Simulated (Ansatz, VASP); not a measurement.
# One calculation of BP, two programs

```
B P
1.0
     0.00000    2.23352    2.32514
     2.32514    0.00000    2.32514
     2.32514    2.23352    0.00000
B P
1 1
Cartesian
  0.0000 0.0000 0.0000
  3.4877 3.3503 3.4877
```

Alike in both runs: task single point; functional PBE; k mesh 12 × 12 × 12; occupations gaussian, width 0.05 eV; no spin polarisation.

|  | VASP | Ansatz |
| --- | --- | --- |
| version | VASP 6.6.1 | Ansatz 0.2.0 |
| potentials or method | VASP PAW PBE potentials, release 64 (B, P), cutoff 520 eV | scalar-relativistic, plane waves, PAW |
| valence electrons in the cell | 8 | 8 |

VASP gave:

```
gap on the k mesh at the Fermi level (eV)                     : 0.70
least direct gap on the mesh (eV)                             : 2.96
pressure (GPa)                                                : -4.3
traceless stress, the component that is largest in VASP (GPa) : 6.61
```

Question: Estimate Ansatz's values.

Answer: gap on the k mesh at the Fermi level (eV): 0.70; least direct gap on the mesh (eV): 2.96; pressure (GPa): -4.1; traceless stress, the component that is largest in VASP (GPa): 6.60.

With one functional, cell and mesh, what is left measures potentials, basis and numerics.
